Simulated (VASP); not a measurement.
# Rb (P6/mmm) in VASP: notebook, part 3 of 3

VASP 6.6.1. Earlier steps stand in the parts before.

### Step 5. Single point, PBE

This run uses another cell than the first one, of 80.65 Å³/atom.

Contents of INCAR:

```
PREC = Accurate
ENCUT = 520
EDIFF = 1E-6
ISMEAR = -1
SIGMA = 0.05
LREAL = F
LASPH = T
NELM = 100
ALGO = Normal
ISIF = 2
LWAVE = F
LCHARG = T
GGA = PE
LELF = T
LVHAR = T
NBANDS = 10
```

Contents of KPOINTS:

```
regular mesh
0
Gamma
  9 9 8
```

Contents of POSCAR:

```
Rb
1.0
    4.6271001338      0.0000000000      0.0000000000
   -2.3135500669      4.0071862617      0.0000000000
    0.0000000000      0.0000000000      4.3494741256
Rb
1
Direct
    0.0000000000      0.0000000000      0.0000000000
```

Potentials or basis: VASP PAW PBE potentials, release 64 (Rb_sv).

Started as:

```console
cat potpaw_PBE.64/Rb_sv/POTCAR > POTCAR
mpirun -np 1 vasp_std > vasp.out
```

OUTCAR:

```text
PREC = Accurate
   ENCUT = 520
   EDIFF = 1E-6
   ISMEAR = -1
   LREAL = F
   LASPH = T
   NELM = 100
   ISIF = 2
   GGA = PE

 ion  position               nearest neighbor table
   1  0.000  0.000  0.000-

  LATTYP: Found a hexagonal cell.
 ALAT       =     4.6271001338
 C/A-ratio  =     0.9400000000

  Lattice vectors:

 A1 = (   4.6271001338,   0.0000000000,   0.0000000000)
 A2 = (  -2.3135500669,   4.0071862617,   0.0000000000)
 A3 = (   0.0000000000,   0.0000000000,   4.3494741256)

Analysis of symmetry for initial positions (statically):
=====================================================================
 Subroutine PRICEL returns:
 Original cell was already a primitive cell.

 Routine SETGRP: Setting up the symmetry group for a
 hexagonal supercell.

 Subroutine GETGRP returns: Found 24 space group operations
 (whereof 24 operations were pure point group operations)
 out of a pool of 24 trial point group operations.

The static configuration has the point symmetry D_6h.

Analysis of symmetry for dynamics (positions and initial velocities):
=====================================================================
 Subroutine PRICEL returns:
 Original cell was already a primitive cell.

 Routine SETGRP: Setting up the symmetry group for a
 hexagonal supercell.

 Subroutine GETGRP returns: Found 24 space group operations
 (whereof 24 operations were pure point group operations)
 out of a pool of 24 trial point group operations.

The dynamic configuration has the point symmetry D_6h.

 Subroutine INISYM returns: Found 24 space group operations
 (whereof 24 operations are pure point group operations),
 and found     1 'primitive' translations

----------------------------------------------------------------------------------------

                                     Primitive cell

  volume of cell :      80.6464

  direct lattice vectors                    reciprocal lattice vectors
     4.627100134  0.000000000  0.000000000     0.216118081  0.124775832  0.000000000
    -2.313550067  4.007186262  0.000000000     0.000000000  0.249551664  0.000000000
     0.000000000  0.000000000  4.349474126     0.000000000  0.000000000  0.229912852

  length of vectors
     4.627100134  4.627100134  4.349474126     0.249551664  0.249551664  0.229912852

  position of ions in fractional coordinates (direct lattice)
     0.000000000  0.000000000  0.000000000

  ion indices of the primitive-cell ions
   primitive index   ion index
                 1           1

----------------------------------------------------------------------------------------

 KPOINTS: regular mesh

Automatic generation of k-mesh.
 Grid dimensions read from file:
 generate k-points for:    9    9    8

 Generating k-lattice:

  Cartesian coordinates                     Fractional coordinates (reciprocal lattice)
     0.024013120  0.013863981  0.000000000     0.111111111  0.000000000  0.000000000
     0.000000000  0.027727963  0.000000000     0.000000000  0.111111111  0.000000000
     0.000000000  0.000000000  0.028739106     0.000000000  0.000000000  0.125000000

  Length of vectors
     0.027727963  0.027727963  0.028739106

  Shift w.r.t. Gamma in fractional coordinates (k-lattice)
     0.000000000  0.000000000  0.000000000

 Subroutine IBZKPT returns following result:
 ===========================================

 Found     60 irreducible k-points:

 Following reciprocal coordinates:
            Coordinates               Weight
  0.000000  0.000000  0.000000      1.000000
  0.111111  0.000000  0.000000      6.000000
  0.222222  0.000000  0.000000      6.000000
  0.333333  0.000000  0.000000      6.000000
  0.444444  0.000000  0.000000      6.000000
  0.111111  0.111111  0.000000      6.000000
[... 16 lines left out ...]
  0.333333  0.222222  0.125000     24.000000
  0.333333  0.333333  0.125000      4.000000
 [... further k-points ...]
   k-points           NKPTS =     60   k-points in BZ     NKDIM =     60   number of bands    NBANDS=     10
   number of dos      NEDOS =    301   number of ions     NIONS =      1
   total plane-waves  NPLWV =  41472
   dimension x,y,z NGX =    36 NGY =   36 NGZ =   32
   dimension x,y,z NGXF=    72 NGYF=   72 NGZF=   64
   ions per type =               1
   NGX,Y,Z   is equivalent  to a cutoff of  12.93, 12.93, 12.23 a.u.
   NGXF,Y,Z  is equivalent  to a cutoff of  25.87, 25.87, 24.46 a.u.
 SYSTEM =  unknown system
   PREC   = accura    normal or accurate (medium, high low for compatibility)
   ISTART =      0    job   : 0-new  1-cont  2-samecut
   ICHARG =      2    charge: 1-file 2-atom 10-const
   ISPIN  =      1    spin polarized calculation?
   LNONCOLLINEAR =      F non collinear calculations
   LSORBIT =      F    spin-orbit coupling
   LASPH  =      T    aspherical Exc in radial PAW
   ENCUT  =  520.0 eV  38.22 Ry    6.18 a.u.   8.60  8.60  8.09*2*pi/ulx,y,z
   NELM   =    100;   NELMIN=  2; NELMDL= -5     # of ELM steps
   EDIFF  = 0.1E-05   stopping-criterion for ELM
   LREAL  =      F    real-space projection
   EDIFFG = 0.1E-04   stopping-criterion for IOM
   NSW    =      0    number of steps for IOM
   IBRION =     -1    ionic relax: 0-MD 1-quasi-New 2-CG
   NFREE  =      0    steps in history (QN), initial steepest desc. (CG)
   ISIF   =      2    stress and relaxation
   ISYM   =      2    0-nonsym 1-usesym 2-fastsym
   POTIM  = 0.5000    time-step for ionic-motion
   TEBEG  =    0.0;   TEEND  =   0.0 temperature during run
   PSTRESS=    0.0 pullay stress
   NELECT =       9.0000    total number of electrons
   NUPDOWN=      -1.0000    fix difference up-down
   EMIN   =  10.00;   EMAX   =-10.00  energy-range for DOS
   EFERMI =   0.00;   METHOD = LEGACY
   ISMEAR =    -1;   SIGMA  =   0.05  broadening in eV -4-tet -1-fermi 0-gaus
   EFERMI_NEDOS =   21; number of points for ismear=-14 and -15
   IALGO  =     38    algorithm
   IMIX   =      4    mixing-type and parameters
     AMIX     =   0.40;   BMIX     =  1.00
     AMIX_MAG =   1.60;   BMIX_MAG =  1.00
  volume/ion in A,a.u.               =      80.65       544.23
  Fermi-wavevector in a.u.,A,eV,Ry     =   0.788183  1.489451  8.452389  0.621233
  Thomas-Fermi vector in A             =   1.893074
   LORBIT       =      0    0 simple, 1 ext, 2 COOP (PROOUT), +10 PAW based schemes
   GGA     = PE    functional components
[... 5 lines left out ...]
 non-spin polarized calculation
  energy-cutoff  :      520.00
  volume of cell :       80.65
 maximum number of plane-waves:      2206
 NGX is ok and might be reduce to    36
   NGX = 17   NGY = 17   NGZ = 17

 number of electron       9.0000000 magnetization

 Free energy of the ion-electron system (eV)
  ---------------------------------------------------
  ext. energy  EPLUGINS =         0.00000000
  ---------------------------------------------------
  free energy    TOTEN  =        -0.86634238 eV

  energy without entropy =       -0.85790322  energy(sigma->0) =       -0.86212280

 E-fermi :   0.3327     XC(G=0):  -5.7613

 val. band max:        0.3195228738   @ k =   0.4444   0.0000   0.1250
 cond. band min:       0.3851324721   @ k =   0.3333   0.1111   0.2500
 fundamental gap:      0.0656095982
 Fermi energy:         0.3327445211

 k-point     1 :       0.0000    0.0000    0.0000
  band No.  band energies     occupation
      1     -28.6354      2.00000
      2     -12.6485      2.00000
      3     -12.6485      2.00000
      4     -12.6422      2.00000
      5      -1.8176      2.00000
      6       2.7271      0.00000
      7       3.9968      0.00000
      8       3.9968      0.00000
      9       6.6881      0.00000
     10       6.7112      0.00000

 k-point     2 :       0.1111    0.0000    0.0000
  band No.  band energies     occupation
      1     -28.6344      2.00000
      2     -12.6694      2.00000
      3     -12.6532      2.00000
      4     -12.6400      2.00000
      5      -1.6666      2.00000
      6       2.7894      0.00000
      7       3.5533      0.00000
      8       4.1332      0.00000
      9       5.9600      0.00000
     10       6.6947      0.00000
[... 274 lines left out ...]
 k-point    24 :       0.3333    0.3333    0.1250
  band No.  band energies     occupation
      1     -28.6243      2.00000
      2     -12.7651      2.00000
      3     -12.7651      2.00000
      4     -12.6503      2.00000
      5       1.3299      0.00000
      6       1.3299      0.00000
      7       1.8459      0.00000
      8       4.6623      0.00000
      9       4.6623      0.00000
     10       5.4700      0.00000

 [... further k-points ...]

------------------------ aborting loop because EDIFF is reached ----------------------------------------

  FORCE on cell =-STRESS in cart. coord.  units (eV):
  Direction    XX          YY          ZZ          XY          YZ          ZX
  --------------------------------------------------------------------------------------
  -------------------------------------------------------------------------------------
  Total        0.2817335      0.2817335      0.2516788      0.0000000      0.0000000      0.0000000
  in kB        5.5971099      5.5971099      5.0000229      0.0000000      0.0000000      0.0000000
  external PRESSURE =       5.3980809 kB  Pullay stress =       0.0000000 kB

 VOLUME and BASIS-vectors are now :
 -----------------------------------------------------------------------------
  energy-cutoff  :      520.00
  volume of cell :       80.65
      direct lattice vectors                 reciprocal lattice vectors
     4.627100134  0.000000000  0.000000000     0.216118081  0.124775832  0.000000000
    -2.313550067  4.007186262  0.000000000     0.000000000  0.249551664  0.000000000
     0.000000000  0.000000000  4.349474126     0.000000000  0.000000000  0.229912852

 POSITION                                       TOTAL-FORCE (eV/Angst)
 -----------------------------------------------------------------------------------
      0.00000      0.00000      0.00000         0.000000      0.000000      0.000000
 -----------------------------------------------------------------------------------
    total drift:                                0.000000      0.000000     -0.000000

  FREE ENERGIE OF THE ION-ELECTRON SYSTEM (eV)
  ---------------------------------------------------
  free  energy   TOTEN  =        -0.8663423799 eV

  energy  without entropy=       -0.8579032173  energy(sigma->0) =       -0.86212280
```

stdout:

```text
POSCAR found type information on POSCAR Rb
 POSCAR found :  1 types and       1 ions
 scaLAPACK will be used
 LDA part: xc-table for (Slater+PW92), standard interpolation
 POSCAR, INCAR and KPOINTS ok, starting setup
 FFT: planning ... GRIDC
 FFT: planning ... GRID_SOFT
 FFT: planning ... GRID
 WAVECAR not read
 entering main loop
```

It took 11 s on 1 thread of Intel Xeon 6975P-C (Granite Rapids), shared host; peak memory 0.21 GiB.

What came out:

| Property | Result |
| --- | --- |
| Free energy | -0.8663 eV |
| Pressure | 0.5 GPa |
| Band gap on the k mesh | zero (an odd number of electrons rules out a gap without spin polarisation) |

### Step 6. Single point, PBE

This run uses another cell than the first one, of 90.13 Å³/atom.

Contents of INCAR:

```
PREC = Accurate
ENCUT = 520
EDIFF = 1E-7
ISMEAR = -1
SIGMA = 0.05
LREAL = F
LASPH = T
NELM = 80
ALGO = Normal
ISIF = 2
LWAVE = F
LCHARG = F
GGA = PE
NBANDS = 10
```

Contents of KPOINTS:

```
Automatic mesh
0
Gamma
  9 9 8
```

Contents of POSCAR:

```
Rb
1.0
    4.8018706588      0.0000000000      0.0000000000
   -2.4009353294      4.1585419762      0.0000000000
    0.0000000000      0.0000000000      4.5137584192
Rb
1
Direct
    0.0000000000      0.0000000000      0.0000000000
```

Potentials or basis: VASP PAW PBE potentials, release 64 (Rb_sv).

Started as:

```console
cat potpaw_PBE.64/Rb_sv/POTCAR > POTCAR
mpirun -np 1 vasp_std > vasp.out
```

It took 14 s on 1 thread of Intel Xeon 6975P-C (Granite Rapids), shared host; peak memory 0.21 GiB.

It converged, with:

```yaml
Free_energy: -0.8856 eV
Pressure: 0.1 GPa
Band_gap_on_the_k_mesh: zero (an odd number of electrons rules out a gap without spin polarisation)
```

Levels at points of the mesh, in eV from the Fermi level:
```tsv
k point	band 3	band 4	band 5	band 6	band 7	band 8
(0.00, 0.00, 0.00)	-13.03	-13.02	-2.00	2.40	3.58	3.58
(0.00, 0.00, 0.50)	-13.01	-13.01	-0.21	0.30	4.11	4.11
```

### Step 7. Summary

| cell | gap on the mesh (eV) | pressure (GPa) |
| --- | --- | --- |
| a = 4.231, b = 4.231, c = 3.977 Å, angles 90.0, 90.0, 120.0°, 1 atom | none | 2.4 |
| a = 4.438, b = 4.438, c = 4.172 Å, angles 90.0, 90.0, 120.0°, 1 atom | none | 1.2 |
| a = 4.627, b = 4.627, c = 4.349 Å, angles 90.0, 90.0, 120.0°, 1 atom | none | 0.5 |
| a = 4.802, b = 4.802, c = 4.514 Å, angles 90.0, 90.0, 120.0°, 1 atom | none | 0.1 |

Alike in all rows: task single point; level PBE; potentials or basis VASP PAW PBE potentials, release 64 (Rb_sv); no spin polarisation; k mesh 9 × 9 × 8; cutoff (eV) 520; smearing fermi-dirac 0.05 eV.

Total energies depend on the potentials used, so only differences within one code and one set of settings carry meaning.
